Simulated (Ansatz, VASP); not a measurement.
As in VASP and in Ansatz

Contents of INCAR:

```
SYSTEM = As
PREC = Accurate ; ENCUT = 520
EDIFF = 1E-7 ; ISMEAR = -1
SIGMA = 0.1 ; LREAL = .False.
LASPH = .True. ; NELM = 60
ALGO = Normal ; ISIF = 2
LWAVE = .False. ; LCHARG = .True.
GGA = PS ; LELF = .True.
LVHAR = .True. ; NBANDS = 8
```

KPOINTS

```
regular mesh
0
Gamma
  13 13 13
  0 0 0
```

Contents of POSCAR:

```
As
1.0
    2.7618272072      0.0000000000      0.0000000000
    0.0000000000      2.7618272072      0.0000000000
    0.0000000000      0.0000000000      2.7618272072
As
1
Direct
    0.0000000000      0.0000000000      0.0000000000
```

Input for Ansatz:

```yaml
crystal:
  lattice:
    - [2.7618272072, 0.0, 0.0]
    - [0.0, 2.7618272072, 0.0]
    - [0.0, 0.0, 2.7618272072]
  atoms:
    - { symbol: As, position: [0.0, 0.0, 0.0] }
hamiltonian:
  xc: pbesol
  pseudopotentials:
    kind: paw
    azcp:
      As: "pseudopotentials/As.paw.azcp"
basis:
  ecutwfc: 420
  fft_grid_basis: typed
kpoints:
  mp_grid: { grid: [13, 13, 13], shift: [0, 0, 0] }
magnetization:
  spin_polarized: false
scf:
  occupations: { method: fermi_dirac, width: 0.1 }
  lower_state_search: "off"
output:
  stress: true
```

Alike in both runs: task single point; functional PBEsol; k mesh 13 × 13 × 13; occupations fermi-dirac, width 0.1 eV; no spin polarisation.

```csv
,VASP,Ansatz
version,VASP 6.6.1,Ansatz 0.2.0
potentials or method,"VASP PAW PBE potentials, release 64 (As), cutoff 520 eV","plane waves (420 eV) with PAW, scalar-relativistic"
valence electrons in the cell,5,15
```

VASP gave:

| Quantity | Value |
| --- | --- |
| pressure (GPa) | -5.7 |

Task: Estimate Ansatz's values.

Result: Pressure (GPa): -5.9.

VASP's potentials were made for PBE, not for PBEsol, and Ansatz warns of the same on its side. The functional is the same, so the differences come from potentials, cutoffs and numerics. VASP's potentials hold 5 valence electrons a cell and Ansatz's 15, so a difference there can come from the potentials and not from the codes.
